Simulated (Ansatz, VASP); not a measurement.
**One calculation of Cr, two programs**

Contents of POSCAR:

```
Cr
1.0
   -1.4149597590      1.4149597590      1.4149597590
    1.4149597590     -1.4149597590      1.4149597590
    1.4149597590      1.4149597590     -1.4149597590
Cr
1
Direct
    0.0000000000      0.0000000000      0.0000000000
```

The input INCAR.step1:

```
SYSTEM = Cr
PREC     = Accurate       ! precision mode
ENCUT    = 550            ! plane-wave cutoff, eV
ISMEAR   = -1             ! smearing method
SIGMA    = 1.0            ! smearing width, eV
LREAL    = .False.        ! projectors in reciprocal space
LASPH    = .True.         ! aspherical terms in the spheres
NELM     = 120            ! most SCF steps
NBANDS   = 12             ! bands
GGA      = PE             ! functional
ALGO     = Normal         ! electronic algorithm
EDIFF    = 1E-5           ! SCF threshold, eV
LWAVE    = .True.         ! write WAVECAR
LCHARG   = .False.        ! write CHGCAR
GGA_COMPAT= .False.
```

INCAR.step2

```
SYSTEM = Cr
PREC     = Accurate       ! precision mode
ENCUT    = 550            ! plane-wave cutoff, eV
EDIFF    = 1E-6           ! SCF threshold, eV
ISMEAR   = -1             ! smearing method
SIGMA    = 1.0            ! smearing width, eV
LREAL    = .False.        ! projectors in reciprocal space
LASPH    = .True.         ! aspherical terms in the spheres
NELM     = 120            ! most SCF steps
ALGO     = Normal         ! electronic algorithm
ISIF     = 2              ! what is computed and relaxed
LWAVE    = .False.        ! write WAVECAR
LCHARG   = .False.        ! write CHGCAR
METAGGA  = R2SCAN         ! meta-GGA
LMIXTAU  = .True.       
NBANDS   = 12             ! bands
ISTART   = 1            
GGA_COMPAT= .False.
```

The input KPOINTS:

```
regular mesh
0
Gamma
  15 15 15
  0 0 0
```

Input for Ansatz:

```yaml
crystal:
  lattice:
    - [-1.414959759, 1.414959759, 1.414959759]
    - [1.414959759, -1.414959759, 1.414959759]
    - [1.414959759, 1.414959759, -1.414959759]
  atoms:
    - { symbol: Cr, position: [0.0, 0.0, 0.0] }
hamiltonian:
  xc: r2scan
  pseudopotentials:
    kind: paw
    azcp:
      Cr: "pseudopotentials/Cr.paw.azcp"
basis:
  ecutwfc: 500
  fft_grid_basis: typed
kpoints:
  mp_grid: { grid: [15, 15, 15], shift: [0, 0, 0] }
magnetization:
  spin_polarized: false
scf:
  occupations: { method: fermi_dirac, width: 1.0 }
  lower_state_search: "off"
output:
  stress: true
  write_density: true
  write_potential: true
  elf: true
  volumetric_format: npy
```

Alike in both runs: task single point; functional r2SCAN; k mesh 15 × 15 × 15; occupations fermi-dirac, width 1 eV; no spin polarisation.

|  | VASP | Ansatz |
| --- | --- | --- |
| version | VASP 6.6.1 | Ansatz 0.2.0 |
| potentials or method | VASP PAW PBE potentials, release 64 (Cr_pv), cutoff 550 eV | plane waves (500 eV) with PAW, scalar-relativistic |
| valence electrons in the cell | 12 | 14 |

```tsv
	VASP	Ansatz	Ansatz less VASP
pressure (GPa)	35.2	33.6	-1.58
```

VASP's potentials were made for PBE, not for r2SCAN. Both programs put the cell under a high pressure, so it lies far from rest at this level. VASP's potentials hold 12 valence electrons a cell and Ansatz's 14, so a difference there can come from the potentials and not from the codes.
